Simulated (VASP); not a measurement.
A run of VASP 6.6.1 is set up as follows.

File INCAR:

```
SYSTEM = ZnS
  PREC = Accurate
  ENCUT = 520
  EDIFF = 1E-6
  ISMEAR = 0
  SIGMA = 0.02
  LREAL = .False.
  LASPH = .True.
  NELM = 80
  ALGO = Normal
  ISIF = 2
  LWAVE = .False.
  LCHARG = .False.
  NBANDS = 16
```

KPOINTS

```
regular mesh
0
Gamma
  10 10 10
  0 0 0
```

Contents of POSCAR:

```
ZnS
1.0
    0.0000000000      2.6483447004      2.6483447004
    2.6483447004      0.0000000000      2.6483447004
    2.6483447004      2.6483447004      0.0000000000
Zn S
1 1
Direct
    0.0000000000      0.0000000000      0.0000000000
    0.7500000000      0.7500000000      0.7500000000
```

Potentials or basis: VASP PAW LDA potentials, release 64 (Zn, S).

Launch:

```bash
$ cat potpaw_LDA.64/Zn/POTCAR potpaw_LDA.64/S/POTCAR > POTCAR
$ mpirun -np 1 vasp_std > vasp.out
```

(1) What does it give for the pressure?

(2) Estimate the band gap on the k mesh.

Results:

(1) 0.2 GPa.

(2) 2.16 eV, direct.

**Experimental background.**

From “Electronic, vibrational, and thermodynamic properties of ZnS (zincblende and rocksalt structure)”, 2009, arxiv:0911.5022, for a bulk crystal of ZnS at 19 K: band gap 3.85 eV (direct).

Measured gap of ZnS: 3.85 eV (direct; 19 K; quoted in “Electronic, vibrational, and thermodynamic properties of ZnS (zincblende and rocksalt structure)”, 2009, arxiv:0911.5022). This calculation gives 2.16 eV (-1.69 eV). The value is that of LDA, without temperature or zero-point motion. Semilocal functionals fall short of measured gaps as a rule.
